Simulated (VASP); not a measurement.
**ZnCu: single point with PBE**

The system is ZnCu.

```
Zn Cu
1.0
     2.94500    0.00000    0.00000
     0.00000    2.94500    0.00000
     0.00000    0.00000    2.94500
Zn Cu
1 1
Direct
  0.50000 0.50000 0.50000
  0.00000 0.00000 0.00000
```

- Program: VASP 6.6.1
- Task: single point
- Functional: PBE
- Potentials or basis: VASP PAW PBE potentials, release 64 (Zn, Cu)
- Cutoff: 520 eV
- k mesh: 10 × 10 × 10
- Occupations: fermi-dirac, width 0.05 eV
- Spin: collinear spin
- Starting moments: [0.0, 0.7] μB

| Property | Result |
| --- | --- |
| Pressure | 2.9 GPa |
| Net moment | 0.00 μB per cell |
| Valence electrons inside the program's atomic spheres | Zn 10.84; Cu 9.99 |

Levels at points of the mesh, in eV from the Fermi level:
Spin up:
```tsv
k point	band 10	band 11	band 12	band 13	band 14	band 15
(0.00, 0.00, 0.00)	-2.84	-2.84	6.12	6.12	6.12	11.15
(0.50, 0.00, 0.00)	-3.39	-2.92	-2.12	11.60	11.60	12.23
(0.50, 0.50, 0.00)	-2.61	-2.00	-2.00	1.65	2.00	13.83
(0.50, 0.50, 0.50)	-2.59	3.75	4.23	4.23	4.23	4.41
```
Spin down:
| k point | band 10 | band 11 | band 12 | band 13 | band 14 | band 15 |
| --- | --- | --- | --- | --- | --- | --- |
| (0.00, 0.00, 0.00) | -2.84 | -2.84 | 6.12 | 6.12 | 6.12 | 11.15 |
| (0.50, 0.00, 0.00) | -3.39 | -2.92 | -2.12 | 11.60 | 11.60 | 12.23 |
| (0.50, 0.50, 0.00) | -2.61 | -2.00 | -2.00 | 1.65 | 2.00 | 13.83 |
| (0.50, 0.50, 0.50) | -2.59 | 3.75 | 4.23 | 4.23 | 4.23 | 4.41 |

Wall time 73 s on 1 thread of AMD EPYC 7R43 64-Core Processor (Zen 3) (shared host), peak memory 0.14 GiB.
